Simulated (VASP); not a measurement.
NbSb:

```
CELL_PARAMETERS angstrom
0.00000 3.14702 3.14702
3.14702 0.00000 3.14702
3.14702 3.14702 0.00000
ATOMIC_POSITIONS crystal
Nb 0.00000 0.00000 0.00000
Sb 0.25000 0.25000 0.25000
```

Base run:

| Quantity | Value |
| --- | --- |
| Program | VASP 6.6.1 |
| Functional | PBE |
| Potentials or basis | VASP PAW PBE potentials, release 64 (Nb_sv, Sb) |
| Cutoff | 500 eV |
| k mesh | 10 × 10 × 10 |
| Occupations | gaussian, width 0.05 eV |
| Spin | no spin polarisation |
| Hubbard terms | Nb d U = 1.0 eV |

Its results: band gap on the k mesh zero (bands 9 and 10 overlap by 0.33 eV); pressure 0.3 GPa.

Question: The run is repeated on the same cell with these changes: functional from PBE to r2SCAN; cutoff from 500 eV to 550 eV; hubbard terms from Nb d U = 1.0 eV to none. What comes out?

Answer: Band gap on the k mesh zero (bands 9 and 10 overlap by 0.34 eV); pressure -0.9 GPa.

Several settings changed at once.

Caveats: spin-orbit coupling is left out, which moves the levels of the heavy elements; U without spin polarisation on a metal has little footing (at least some runs); the U is typed as a test and isn't derived for this compound (at least some runs); the PAW data sets were made with another functional, which shifts forces and pressure a little (at least some runs).
